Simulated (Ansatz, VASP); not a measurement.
# Cu in VASP and in Ansatz

INCAR

```
SYSTEM = Cu
PREC     = Accurate       ! precision mode
ENCUT    = 520            ! plane-wave cutoff, eV
EDIFF    = 1E-6           ! SCF threshold, eV
ISMEAR   = -1             ! smearing method
SIGMA    = 0.1            ! smearing width, eV
LREAL    = .False.        ! projectors in reciprocal space
LASPH    = .True.         ! aspherical terms in the spheres
NELM     = 100            ! most SCF steps
ALGO     = Normal         ! electronic algorithm
ISIF     = 2              ! what is computed and relaxed
LWAVE    = .False.        ! write WAVECAR
LCHARG   = .False.        ! write CHGCAR
GGA      = CA             ! functional
NBANDS   = 24             ! bands
```

KPOINTS

```
Automatic mesh
0
Gamma
  10 10 15
  0 0 0
```

File POSCAR:

```
Cu
1.0
    4.0510428766      0.0000000000      0.0000000000
   -2.0255214383      3.5083060430      0.0000000000
    0.0000000000      0.0000000000      2.4319876420
Cu
3
Direct
    1.0000000000      1.0000000000      0.0000000000
    0.3333333333      0.6666666667      0.5000000000
    0.6666666667      0.3333333333      0.5000000000
```

Input for Ansatz:

```yaml
crystal:
  lattice:
    - [4.0510428766, 0.0, 0.0]
    - [-2.0255214383, 3.508306043, 0.0]
    - [0.0, 0.0, 2.431987642]
  atoms:
    - { symbol: Cu, position: [1.0, 1.0, 0.0] }
    - { symbol: Cu, position: [0.3333333333, 0.6666666667, 0.5] }
    - { symbol: Cu, position: [0.6666666667, 0.3333333333, 0.5] }
hamiltonian:
  xc: lda
  pseudopotentials:
    kind: paw
    azcp:
      Cu: "pseudopotentials/Cu.paw.azcp"
basis:
  ecutwfc: 420
  fft_grid_basis: typed
kpoints:
  mp_grid: { grid: [10, 10, 15], shift: [0, 0, 0] }
magnetization:
  spin_polarized: false
scf:
  occupations: { method: fermi_dirac, width: 0.1 }
  lower_state_search: "off"
output:
  stress: true
```

Alike in both runs: task single point; functional LDA; k mesh 10 × 10 × 15; occupations fermi-dirac, width 0.1 eV; no spin polarisation.

```csv
,VASP,Ansatz
version,VASP 6.6.1,Ansatz 0.2.0
potentials or method,"VASP PAW LDA potentials, release 64 (Cu), cutoff 520 eV","plane waves (420 eV) with PAW, scalar-relativistic"
valence electrons in the cell,33,57
```

|  | VASP | Ansatz | Ansatz less VASP |
| --- | --- | --- | --- |
| pressure (GPa) | -5.3 | -6.4 | -1.10 |
| traceless stress, the component that is largest in VASP (GPa) | 0.03 | 0.09 | +0.059 |

Ansatz warns that its potentials were made for another functional, while VASP's fit it. LDA's correlation is that of Perdew and Zunger in VASP and of Perdew and Wang (1992) in Ansatz. VASP's potentials hold 33 valence electrons a cell and Ansatz's 57, so a difference there can come from the potentials and not from the codes.
